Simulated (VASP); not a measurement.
## Re: single point with PBE

The system is Re.

```xyz
1
Lattice="-1.5571 1.5571 1.5571 1.5571 -1.5571 1.5571 1.5571 1.5571 -1.5571" Properties=species:S:1:pos:R:3 pbc="T T T"
Re    0.0000    0.0000    0.0000
```

This isn't the form of Re at room conditions, which is hcp.

- Program: VASP 6.6.1
- Task: single point
- Functional: PBE
- Potentials or basis: VASP PAW PBE potentials, release 64 (Re)
- Cutoff: 600 eV
- k mesh: 9 × 9 × 9
- Occupations: fermi-dirac, width 0.1 eV
- Spin: no spin polarisation
- Dipole correction: no
- Further INCAR settings: ALGO = Normal; EDIFF = 1e-06; NBANDS = 10

* Pressure: -0.3 GPa
* Band gap on the k mesh: zero (an odd number of electrons rules out a gap without spin polarisation)

Levels at points of the mesh, in eV from the Fermi level:
```tsv
k point	band 1	band 2	band 3	band 4	band 5	band 6	band 7	band 8
(0.00, 0.00, 0.00)	-10.57	-2.61	-2.61	-2.61	0.77	0.77	15.53	15.53
```

Run time: 5.6 s on 1 thread of Intel(R) Xeon(R) Platinum 8259CL CPU @ 2.50GHz (Skylake/Cascade Lake), with other jobs on the host, peak memory 0.14 GiB.

Caveat: spin-orbit coupling is left out, which moves the levels of the heavy elements.
